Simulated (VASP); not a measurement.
A run of VASP 6.6.1 is set up as follows.

Contents of INCAR:

```
PREC = Accurate ; ENCUT = 520
EDIFF = 1E-6 ; ISMEAR = -1
SIGMA = 0.1 ; LREAL = False
LASPH = True ; NELM = 100
ALGO = Normal ; ISIF = 2
LWAVE = False ; LCHARG = True
LELF = True ; LVHAR = True
NBANDS = 16
```

The input KPOINTS:

```
Automatic mesh
0
Gamma
  15 15 8
```

The input POSCAR:

```
Ir
1.0
    2.6311419181      0.0000000000      0.0000000000
   -1.3155709590      2.2786357420      0.0000000000
    0.0000000000      0.0000000000      4.2706907610
Ir
2
Direct
    0.3333333333      0.6666666667      0.2500000000
    0.6666666667      0.3333333333      0.7500000000
```

Potentials or basis: VASP PAW LDA potentials, release 64 (Ir).

Run with:

```sh
$ cat potpaw_LDA.64/Ir/POTCAR > POTCAR
$ mpirun -np 1 vasp_std > vasp.out
```

Task: Predict the band gap on the k mesh.

Result: Zero (bands 9 and 10 overlap by 3.88 eV).

Task: What does it give for the pressure?

Result: 44.6 GPa.

Stress tensor (GPa, compression positive):
```
44.44  0.00  0.00
 0.00 44.44  0.00
 0.00  0.00 44.93
```

Caveat: the cell stands under pressure; spin-orbit coupling is left out, which moves the levels of the heavy elements.
